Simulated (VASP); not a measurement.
A run of VASP 6.6.1 is set up as follows.

The input POSCAR:

```
MgO
1.0
    3.3077869865      0.0000000000      0.0000000000
   -1.6538934933      2.8646275606      0.0000000000
    0.0000000000      0.0000000000      4.9828816700
Mg O
2 2
Direct
    0.3333333300      0.6666666700      0.0021597400
    0.6666666700      0.3333333300      0.5021597400
    0.3333333300      0.6666666700      0.4024402600
    0.6666666700      0.3333333300      0.9024402600
```

The input INCAR.step1:

```
PREC     = Accurate       # precision mode
ENCUT    = 520            # plane-wave cutoff, eV
ISMEAR   = 0              # smearing method
SIGMA    = 0.1            # smearing width, eV
LREAL    = F              # projectors in reciprocal space
LASPH    = T              # aspherical terms in the spheres
NELM     = 60             # most SCF steps
NBANDS   = 16             # bands
GGA      = PE             # functional
ALGO     = Normal         # electronic algorithm
EDIFF    = 1E-4           # SCF threshold, eV
LWAVE    = T              # write WAVECAR
LCHARG   = F              # write CHGCAR
```

The input INCAR.step2:

```
PREC     = Accurate       # precision mode
ENCUT    = 520            # plane-wave cutoff, eV
EDIFF    = 1E-6           # SCF threshold, eV
ISMEAR   = 0              # smearing method
SIGMA    = 0.1            # smearing width, eV
LREAL    = F              # projectors in reciprocal space
LASPH    = T              # aspherical terms in the spheres
NELM     = 60             # most SCF steps
ALGO     = Normal         # electronic algorithm
ISIF     = 2              # what is computed and relaxed
LWAVE    = F              # write WAVECAR
LCHARG   = F              # write CHGCAR
METAGGA  = R2SCAN         # meta-GGA
LMIXTAU  = T            
NBANDS   = 16             # bands
ISTART   = 1
```

The input KPOINTS:

```
Automatic mesh
0
Gamma
  6 6 4
```

Potentials or basis: VASP PAW PBE potentials, release 64 (Mg, O).

Run with:

```console
$ cat potpaw_PBE.64/Mg/POTCAR potpaw_PBE.64/O/POTCAR > POTCAR
$ cp INCAR.step1 INCAR
$ mpirun -np 1 vasp_std > vasp.out
$ cp INCAR.step2 INCAR
$ mpirun -np 1 vasp_std > vasp.out
```

(1) Predict the band gap on the k mesh.

(2) Estimate the pressure.

(3) What does it give for the largest force?

## Answers

(1) 4.13 eV, direct.

(2) -1.1 GPa.

(3) 0.028 eV/Å.

Caveat: the PAW data sets were made with another functional, which shifts forces and pressure a little.
